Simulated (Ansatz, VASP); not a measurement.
## Si: VASP beside Ansatz

INCAR

```
SYSTEM = Si
PREC = Accurate
ENCUT = 520
EDIFF = 1E-6
ISMEAR = 0
SIGMA = 0.01
LREAL = .FALSE.
LASPH = .TRUE.
NELM = 80
ALGO = Normal
ISIF = 2
LWAVE = .FALSE.
LCHARG = .FALSE.
GGA = PE
NBANDS = 26
```

KPOINTS

```
Automatic mesh
0
G
  6 6 2
  0 0 0
```

File POSCAR:

```
Si
1.0
    3.8589853007      0.0000000000      0.0000000000
   -1.9294926504      3.3419793032      0.0000000000
    0.0000000000      0.0000000000     12.6760054082
Si
8
Direct
    0.0000000000      0.0000000000      0.0005003176
    0.3333333333      0.6666666667      0.2496538927
    0.0000000000      0.0000000000      0.5005003176
    0.6666666667      0.3333333333      0.7496538927
    0.0000000000      0.0000000000      0.1869996824
    0.3333333333      0.6666666667      0.4378461073
    0.0000000000      0.0000000000      0.6869996824
    0.6666666667      0.3333333333      0.9378461073
```

Input for Ansatz:

```yaml
crystal:
  lattice:
    - [3.8589853007, 0.0, 0.0]
    - [-1.9294926504, 3.3419793032, 0.0]
    - [0.0, 0.0, 12.6760054082]
  atoms:
    - { symbol: Si, position: [0.0, 0.0, 0.0005003176] }
    - { symbol: Si, position: [0.3333333333, 0.6666666667, 0.2496538927] }
    - { symbol: Si, position: [0.0, 0.0, 0.5005003176] }
    - { symbol: Si, position: [0.6666666667, 0.3333333333, 0.7496538927] }
    - { symbol: Si, position: [0.0, 0.0, 0.1869996824] }
    - { symbol: Si, position: [0.3333333333, 0.6666666667, 0.4378461073] }
    - { symbol: Si, position: [0.0, 0.0, 0.6869996824] }
    - { symbol: Si, position: [0.6666666667, 0.3333333333, 0.9378461073] }
kpoints:
  mp_grid: { grid: [6, 6, 2] }
hamiltonian:
  xc: pbe
scf:
  occupations: { method: fixed }
  n_extra_bands: 6
output:
  forces: true
  stress: true
  eigenvalues: true
```

Alike in both runs: task single point; functional PBE; k mesh 6 × 6 × 2; no spin polarisation.

|  | VASP | Ansatz |
| --- | --- | --- |
| version | VASP 6.6.1 | Ansatz 0.2.0 |
| potentials or method | VASP PAW PBE potentials, release 64 (Si) | plane waves, PAW |
| plane-wave cutoff (eV) | 520 | 420 |
| occupations | gaussian, width 0.01 eV | fixed |
| valence electrons in the cell | 32 | 32 |

```csv
,VASP,Ansatz,Ansatz less VASP
gap on the k mesh at the Fermi level (eV),0.60,0.60,-0.002
pressure (GPa),0.0,0.0,+0.08
"traceless stress, the component that is largest in VASP (GPa)",-0.15,-0.15,+0.002
rms of the force components (eV/Å),0.005,0.005,-0.0001
```

Atom by atom the forces differ by 0.000 eV/Å (rms over components).
